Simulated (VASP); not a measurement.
# Al2O3 (P-3m1) in VASP: notebook

Runs on Al2O3. Level: LDA. Tasks: single point.

Program: VASP 6.6.1. These are calculated values, not measurements. Logs are shortened: lines on timing, memory, paths and dates and some standing lists are left out, and cuts for length are marked.

### Step 1. The cell of the first run

It takes space group P-3m1 (No. 164, trigonal). The conventional cell has a = 3.017 Å, b = 3.017 Å, c = 7.575 Å, α = 90.00°, β = 90.00°, γ = 120.00°. Within 2.2 Å of Al (site symmetry 3m) lie 4 O at 1.68 to 1.84 Å. Within 2.4 Å of O (site symmetry 3m) lie 3 Al at 1.84 Å. O (site symmetry -3m) has 2 Al at 1.68 Å within 2.2 Å.

### Step 2. Single point, LDA

INCAR

```
SYSTEM = Al2O3
PREC = Accurate
ENCUT = 520
EDIFF = 1E-7
ISMEAR = 0
SIGMA = 0.05
LREAL = .FALSE.
LASPH = .TRUE.
NELM = 80
ALGO = Normal
ISIF = 2
LWAVE = .FALSE.
LCHARG = .FALSE.
NBANDS = 20
```

KPOINTS

```
Automatic mesh
0
G
  12 12 4
  0 0 0
```

POSCAR

```
Al2O3
1.0
    3.0174825440      0.0000000000      0.0000000000
   -1.5087412720      2.6132165386      0.0000000000
    0.0000000000      0.0000000000      7.5746360022
Al O
2 3
Direct
    0.0000000000      0.0000000000      0.2779510000
    0.0000000000      0.0000000000      0.7220490000
    0.3333333333      0.6666666667      0.1994540000
    0.6666666667      0.3333333333      0.8005460000
    0.0000000000      0.0000000000      0.5000000000
```

Potentials or basis: VASP PAW LDA potentials, release 64 (Al, O).

Run with:

```console
cat potpaw_LDA.64/Al/POTCAR potpaw_LDA.64/O/POTCAR > POTCAR
mpirun -np 1 vasp_std > vasp.out
```

OUTCAR:

```text
SYSTEM = Al2O3
   PREC = Accurate
   ENCUT = 520
   EDIFF = 1E-7
   ISMEAR = 0
   LREAL = .FALSE.
   LASPH = .TRUE.
   NELM = 80
   ISIF = 2

 ion  position               nearest neighbor table
   1  0.000  0.000  0.278-   5 1.68   3 1.84   3 1.84   3 1.84   2 3.36
   2  0.000  0.000  0.722-   5 1.68   4 1.84   4 1.84   4 1.84   1 3.36
   3  0.333  0.667  0.199-   1 1.84   1 1.84   1 1.84
   4  0.667  0.333  0.801-   2 1.84   2 1.84   2 1.84
   5  0.000  0.000  0.500-   1 1.68   2 1.68

  LATTYP: Found a hexagonal cell.
 ALAT       =     3.0174825440
 C/A-ratio  =     2.5102501478

  Lattice vectors:

 A1 = (   3.0174825440,   0.0000000000,   0.0000000000)
 A2 = (  -1.5087412720,   2.6132165386,   0.0000000000)
 A3 = (   0.0000000000,   0.0000000000,   7.5746360022)

Analysis of symmetry for initial positions (statically):
=====================================================================
 Subroutine PRICEL returns:
 Original cell was already a primitive cell.

 Routine SETGRP: Setting up the symmetry group for a
 hexagonal supercell.

 Subroutine GETGRP returns: Found 12 space group operations
 (whereof 12 operations were pure point group operations)
 out of a pool of 24 trial point group operations.

The static configuration has the point symmetry D_3d.

Analysis of symmetry for dynamics (positions and initial velocities):
=====================================================================
 Subroutine PRICEL returns:
 Original cell was already a primitive cell.

 Routine SETGRP: Setting up the symmetry group for a
 hexagonal supercell.

 Subroutine GETGRP returns: Found 12 space group operations
 (whereof 12 operations were pure point group operations)
 out of a pool of 24 trial point group operations.

The dynamic configuration has the point symmetry D_3d.

 Subroutine INISYM returns: Found 12 space group operations
 (whereof 12 operations are pure point group operations),
 and found     1 'primitive' translations

----------------------------------------------------------------------------------------

                                     Primitive cell

  volume of cell :      59.7285

  direct lattice vectors                    reciprocal lattice vectors
     3.017482544  0.000000000  0.000000000     0.331402083  0.191335082  0.000000000
    -1.508741272  2.613216539  0.000000000     0.000000000  0.382670163  0.000000000
     0.000000000  0.000000000  7.574636002     0.000000000  0.000000000  0.132019545

  length of vectors
     3.017482544  3.017482544  7.574636002     0.382670163  0.382670163  0.132019545

  position of ions in fractional coordinates (direct lattice)
     0.000000000  0.000000000  0.277951000
     0.000000000  0.000000000  0.722049000
     0.333333333  0.666666667  0.199454000
     0.666666667  0.333333333  0.800546000
     0.000000000  0.000000000  0.500000000

  ion indices of the primitive-cell ions
   primitive index   ion index
                 1           1
                 2           2
                 3           3
                 4           4
                 5           5

----------------------------------------------------------------------------------------

 KPOINTS: Automatic mesh

Automatic generation of k-mesh.
 Grid dimensions read from file:
 generate k-points for:   12   12    4

 Generating k-lattice:

  Cartesian coordinates                     Fractional coordinates (reciprocal lattice)
     0.027616840  0.015944590  0.000000000     0.083333333  0.000000000  0.000000000
     0.000000000  0.031889180  0.000000000     0.000000000  0.083333333  0.000000000
     0.000000000  0.000000000  0.033004886     0.000000000  0.000000000  0.250000000

  Length of vectors
     0.031889180  0.031889180  0.033004886

  Shift w.r.t. Gamma in fractional coordinates (k-lattice)
     0.000000000  0.000000000  0.000000000

 Subroutine IBZKPT returns following result:
 ===========================================

 Found     69 irreducible k-points:

 Following reciprocal coordinates:
            Coordinates               Weight
  0.000000  0.000000  0.000000      1.000000
  0.083333  0.000000  0.000000      6.000000
  0.166667  0.000000  0.000000      6.000000
  0.250000  0.000000  0.000000      6.000000
  0.333333  0.000000  0.000000      6.000000
  0.416667  0.000000  0.000000      6.000000
[... 16 lines left out ...]
  0.166667  0.000000  0.250000      6.000000
  0.000000  0.166667  0.250000      6.000000
 [... further k-points ...]
   k-points           NKPTS =     69   k-points in BZ     NKDIM =     69   number of bands    NBANDS=     20
   number of dos      NEDOS =    301   number of ions     NIONS =      5
   total plane-waves  NPLWV =  32256
   dimension x,y,z NGX =    24 NGY =   24 NGZ =   56
   dimension x,y,z NGXF=    48 NGYF=   48 NGZF=  112
   ions per type =               2   3
   NGX,Y,Z   is equivalent  to a cutoff of  13.22, 13.22, 12.29 a.u.
   NGXF,Y,Z  is equivalent  to a cutoff of  26.45, 26.45, 24.58 a.u.
 SYSTEM =  Al2O3
   PREC   = accura    normal or accurate (medium, high low for compatibility)
   ISTART =      0    job   : 0-new  1-cont  2-samecut
   ICHARG =      2    charge: 1-file 2-atom 10-const
   ISPIN  =      1    spin polarized calculation?
   LNONCOLLINEAR =      F non collinear calculations
   LSORBIT =      F    spin-orbit coupling
   LASPH  =      T    aspherical Exc in radial PAW
   ENCUT  =  520.0 eV  38.22 Ry    6.18 a.u.   5.61  5.61 14.08*2*pi/ulx,y,z
   NELM   =     80;   NELMIN=  2; NELMDL= -5     # of ELM steps
   EDIFF  = 0.1E-06   stopping-criterion for ELM
   LREAL  =      F    real-space projection
   EDIFFG = 0.1E-05   stopping-criterion for IOM
   NSW    =      0    number of steps for IOM
   IBRION =     -1    ionic relax: 0-MD 1-quasi-New 2-CG
   NFREE  =      0    steps in history (QN), initial steepest desc. (CG)
   ISIF   =      2    stress and relaxation
   ISYM   =      2    0-nonsym 1-usesym 2-fastsym
   POTIM  = 0.5000    time-step for ionic-motion
   TEBEG  =    0.0;   TEEND  =   0.0 temperature during run
   PSTRESS=    0.0 pullay stress
   NELECT =      24.0000    total number of electrons
   NUPDOWN=      -1.0000    fix difference up-down
   EMIN   =  10.00;   EMAX   =-10.00  energy-range for DOS
   EFERMI =   0.00;   METHOD = LEGACY
   ISMEAR =     0;   SIGMA  =   0.05  broadening in eV -4-tet -1-fermi 0-gaus
   EFERMI_NEDOS =   21; number of points for ismear=-14 and -15
   IALGO  =     38    algorithm
   IMIX   =      4    mixing-type and parameters
     AMIX     =   0.40;   BMIX     =  1.00
     AMIX_MAG =   1.60;   BMIX_MAG =  1.00
  volume/ion in A,a.u.               =      11.95        80.61
  Fermi-wavevector in a.u.,A,eV,Ry     =   1.208049  2.282882 19.856107  1.459383
  Thomas-Fermi vector in A             =   2.343669
   LORBIT       =      0    0 simple, 1 ext, 2 COOP (PROOUT), +10 PAW based schemes
   GGA     = CA    functional components
   LHFCALC =     F    Hartree Fock is set to
   AEXX    =    0.0000 exact exchange contribution
   IVDW    =     0    specifies the selected vdW correction
   LEPSILON=     F    determine dielectric tensor
   LRPA    =     F    only Hartree local field effects (RPA)
 non-spin polarized calculation
 Gauss-broadening in eV      SIGMA  =   0.05
  energy-cutoff  :      520.00
  volume of cell :       59.73
 maximum number of plane-waves:      1632
 NGX is ok and might be reduce to    24
   NGX = 11   NGY = 11   NGZ = 29

 number of electron      24.0000012 magnetization

 Free energy of the ion-electron system (eV)
  ---------------------------------------------------
  ext. energy  EPLUGINS =         0.00000000
  ---------------------------------------------------
  free energy    TOTEN  =       -39.68525751 eV

  energy without entropy =      -39.68525751  energy(sigma->0) =      -39.68525751

 E-fermi :   3.7581     XC(G=0): -10.2358

 val. band max:        3.5006560975   @ k =   0.0000   0.0000   0.0000
 cond. band min:       5.6889657614   @ k =   0.0000   0.0000   0.0000
 fundamental gap:      2.1883096640
 Fermi energy:         3.7581345208

 k-point     1 :       0.0000    0.0000    0.0000
  band No.  band energies     occupation
      1     -15.8231      2.00000
      2     -15.6163      2.00000
      3     -13.0580      2.00000
      4      -2.3774      2.00000
      5      -1.0165      2.00000
      6      -0.2144      2.00000
[... 12 lines left out ...]
     19      15.2970      0.00000
     20      15.6686      0.00000

 k-point     2 :       0.0833    0.0000    0.0000
  band No.  band energies     occupation
      1     -15.7669      2.00000
      2     -15.5665      2.00000
      3     -13.0282      2.00000
      4      -2.3525      2.00000
      5      -0.9890      2.00000
      6      -0.4913      2.00000
[... 12 lines left out ...]
     19      15.3499      0.00000
     20      15.4579      0.00000

 k-point     3 :       0.1667    0.0000    0.0000
  band No.  band energies     occupation
      1     -15.6078      2.00000
      2     -15.4272      2.00000
      3     -12.9466      2.00000
      4      -2.3620      2.00000
      5      -1.2891      2.00000
      6      -0.9449      2.00000
[... 12 lines left out ...]
     19      15.2761      0.00000
     20      15.8560      0.00000

 k-point     4 :       0.2500    0.0000    0.0000
  band No.  band energies     occupation
      1     -15.3761      2.00000
      2     -15.2284      2.00000
      3     -12.8344      2.00000
      4      -2.6713      2.00000
      5      -2.1098      2.00000
      6      -1.1487      2.00000
[... 429 lines left out ...]
 k-point    23 :       0.1667    0.0000    0.2500
  band No.  band energies     occupation
      1     -15.5838      2.00000
      2     -15.4542      2.00000
      3     -12.9423      2.00000
      4      -2.3961      2.00000
      5      -1.2830      2.00000
      6      -1.1145      2.00000
[... 12 lines left out ...]
     19      15.6490      0.00000
     20      15.8029      0.00000

 k-point    24 :       0.0000    0.1667    0.2500
  band No.  band energies     occupation
      1     -15.5825      2.00000
      2     -15.4557      2.00000
      3     -12.9420      2.00000
      4      -2.4097      2.00000
      5      -1.2874      2.00000
      6      -1.1379      2.00000
[... 12 lines left out ...]
     19      15.8595      0.00000
     20      15.8625      0.00000

 [... further k-points ...]
[... 5 lines left out ...]
  --------------------------------------------------------------------------------------
  -------------------------------------------------------------------------------------
  Total       -2.9088539     -2.9088539     -2.6440357      0.0000000      0.0000000      0.0000000
  in kB      -78.0280147    -78.0280147    -70.9244479      0.0000000      0.0000000      0.0000000
  external PRESSURE =     -75.6601591 kB  Pullay stress =       0.0000000 kB

 VOLUME and BASIS-vectors are now :
 -----------------------------------------------------------------------------
  energy-cutoff  :      520.00
  volume of cell :       59.73
      direct lattice vectors                 reciprocal lattice vectors
     3.017482544  0.000000000  0.000000000     0.331402083  0.191335082  0.000000000
    -1.508741272  2.613216539  0.000000000     0.000000000  0.382670163  0.000000000
     0.000000000  0.000000000  7.574636002     0.000000000  0.000000000  0.132019545

 POSITION                                       TOTAL-FORCE (eV/Angst)
 -----------------------------------------------------------------------------------
      0.00000      0.00000      2.10538         0.000000      0.000000      0.112748
      0.00000      0.00000      5.46926        -0.000000     -0.000000     -0.112748
     -0.00000      1.74214      1.51079         0.000000      0.000000      0.430026
      1.50874      0.87107      6.06384        -0.000000     -0.000000     -0.430026
      0.00000      0.00000      3.78732        -0.000000      0.000000      0.000000
 -----------------------------------------------------------------------------------
    total drift:                                0.000000      0.000000     -0.000000

  FREE ENERGIE OF THE ION-ELECTRON SYSTEM (eV)
  ---------------------------------------------------
  free  energy   TOTEN  =       -39.6852575136 eV

  energy  without entropy=      -39.6852575136  energy(sigma->0) =      -39.68525751
```

Wall time 26 s (1 thread of Intel Xeon 6975P-C (Granite Rapids), shared host); peak memory 0.19 GiB.

Results:

```yaml
Free_energy: -39.6853 eV
Pressure: -7.6 GPa
Largest_force: 0.430 eV/Å
Band_gap_on_the_k_mesh: 2.19 eV, direct
```

Forces in eV/Å, atoms in the order of the input:
```
Al   0.000  0.000  0.113
Al   0.000  0.000 -0.113
O    0.000  0.000  0.430
O    0.000  0.000 -0.430
O    0.000  0.000  0.000
```

Stress tensor (GPa, compression positive):
```
-7.80  0.00  0.00
 0.00 -7.80  0.00
 0.00  0.00 -7.09
```

Levels at points of the mesh, in eV from the valence-band top:
```tsv
k point	band 8	band 9	band 10	band 11	band 12	band 13	band 14	band 15	band 16	band 17
(0.00, 0.00, 0.00)	-3.70	-3.70	-2.33	0.00	0.00	2.19	4.18	7.17	10.31	10.32
(0.50, 0.00, 0.00)	-4.29	-3.57	-3.09	-1.77	-0.49	4.41	6.03	7.96	8.71	9.43
(0.00, 0.00, 0.50)	-3.70	-3.63	-3.14	0.00	0.00	3.13	3.24	7.93	8.53	11.68
(0.50, 0.00, 0.50)	-4.34	-3.46	-3.32	-1.70	-0.49	4.87	5.41	7.91	8.41	10.14
```

A k mesh can miss the band edges.

### Step 3. Single point, LDA

INCAR

```
SYSTEM = Al2O3
ALGO     = Normal         ! electronic algorithm
EDIFF    = 1E-6           ! SCF threshold, eV
ENCUT    = 520            ! plane-wave cutoff, eV
GGA      = CA             ! functional
ISIF     = 2              ! what is computed and relaxed
ISMEAR   = 0              ! smearing method
LASPH    = .TRUE.         ! aspherical terms in the spheres
LCHARG   = .FALSE.        ! write CHGCAR
LREAL    = .FALSE.        ! projectors in reciprocal space
LWAVE    = .FALSE.        ! write WAVECAR
NBANDS   = 20             ! bands
NELM     = 80             ! most SCF steps
PREC     = Accurate       ! precision mode
SIGMA    = 0.05           ! smearing width, eV
```

KPOINTS

```
k-points
0
G
  12 12 4
  0 0 0
```

POSCAR is that of step 2.

Potentials or basis: VASP PAW LDA potentials, release 64 (Al, O).

Run with:

```console
cat potpaw_LDA.64/Al/POTCAR potpaw_LDA.64/O/POTCAR > POTCAR
mpirun -np 1 vasp_std > vasp.out
```

OUTCAR:

```text
SYSTEM = Al2O3
   EDIFF = 1E-6
   ENCUT = 520
   GGA = CA
   ISIF = 2
   ISMEAR = 0
   LASPH = .TRUE.
   LREAL = .FALSE.
   NELM = 80
   PREC = Accurate

 ion  position               nearest neighbor table
   1  0.000  0.000  0.278-   5 1.68   3 1.84   3 1.84   3 1.84   2 3.36
   2  0.000  0.000  0.722-   5 1.68   4 1.84   4 1.84   4 1.84   1 3.36
   3  0.333  0.667  0.199-   1 1.84   1 1.84   1 1.84
   4  0.667  0.333  0.801-   2 1.84   2 1.84   2 1.84
   5  0.000  0.000  0.500-   1 1.68   2 1.68

  LATTYP: Found a hexagonal cell.
 ALAT       =     3.0174825440
 C/A-ratio  =     2.5102501478

  Lattice vectors:

 A1 = (   3.0174825440,   0.0000000000,   0.0000000000)
 A2 = (  -1.5087412720,   2.6132165386,   0.0000000000)
 A3 = (   0.0000000000,   0.0000000000,   7.5746360022)

Analysis of symmetry for initial positions (statically):
=====================================================================
 Subroutine PRICEL returns:
 Original cell was already a primitive cell.

[... 170 lines left out ...]
  ext. energy  EPLUGINS =         0.00000000
  ---------------------------------------------------
  free energy    TOTEN  =       -39.68525752 eV

  energy without entropy =      -39.68525752  energy(sigma->0) =      -39.68525752

 E-fermi :   3.7614     XC(G=0): -10.2359

 val. band max:        3.5004304713   @ k =   0.0000   0.0000   0.0000
 cond. band min:       5.6890169653   @ k =   0.0000   0.0000   0.0000
 fundamental gap:      2.1885864939
 Fermi energy:         3.7614306180

 k-point     1 :       0.0000    0.0000    0.0000
  band No.  band energies     occupation
      1     -15.8230      2.00000
      2     -15.6161      2.00000
      3     -13.0582      2.00000
      4      -2.3775      2.00000
      5      -1.0164      2.00000
      6      -0.2143      2.00000
[... 541 lines left out ...]
     19      15.8594      0.00000
     20      15.8625      0.00000

 [... further k-points ...]
[... 5 lines left out ...]
  --------------------------------------------------------------------------------------
  -------------------------------------------------------------------------------------
  Total       -2.9095003     -2.9095003     -2.6448907      0.0000000      0.0000000      0.0000000
  in kB      -78.0453532    -78.0453532    -70.9473835      0.0000000      0.0000000      0.0000000
  external PRESSURE =     -75.6793633 kB  Pullay stress =       0.0000000 kB

 VOLUME and BASIS-vectors are now :
 -----------------------------------------------------------------------------
  energy-cutoff  :      520.00
  volume of cell :       59.73
      direct lattice vectors                 reciprocal lattice vectors
     3.017482544  0.000000000  0.000000000     0.331402083  0.191335082  0.000000000
    -1.508741272  2.613216539  0.000000000     0.000000000  0.382670163  0.000000000
     0.000000000  0.000000000  7.574636002     0.000000000  0.000000000  0.132019545

 POSITION                                       TOTAL-FORCE (eV/Angst)
 -----------------------------------------------------------------------------------
      0.00000      0.00000      2.10538        -0.000000      0.000000      0.112565
      0.00000      0.00000      5.46926         0.000000     -0.000000     -0.112565
     -0.00000      1.74214      1.51079         0.000000      0.000000      0.429927
      1.50874      0.87107      6.06384        -0.000000      0.000000     -0.429927
      0.00000      0.00000      3.78732         0.000000      0.000000      0.000000
 -----------------------------------------------------------------------------------
    total drift:                                0.000000      0.000000     -0.000000

  FREE ENERGIE OF THE ION-ELECTRON SYSTEM (eV)
  ---------------------------------------------------
  free  energy   TOTEN  =       -39.6852575233 eV

  energy  without entropy=      -39.6852575233  energy(sigma->0) =      -39.68525752
```

It took 24 s on 1 thread of Intel Xeon 6975P-C (Granite Rapids), shared host; peak memory 0.19 GiB.

What came out:

```
Free energy            : -39.6853 eV
Pressure               : -7.6 GPa
Largest force          : 0.430 eV/Å
Band gap on the k mesh : 2.19 eV, direct
```

Forces on the atoms (eV/Å):
```
Al   0.000  0.000  0.113
Al   0.000  0.000 -0.113
O    0.000  0.000  0.430
O    0.000  0.000 -0.430
O    0.000  0.000  0.000
```

Stress tensor (GPa, compression positive):
```
-7.80  0.00  0.00
 0.00 -7.80  0.00
 0.00  0.00 -7.09
```

A k mesh can miss the band edges. As with any semilocal functional, this LDA gap is likely too small.
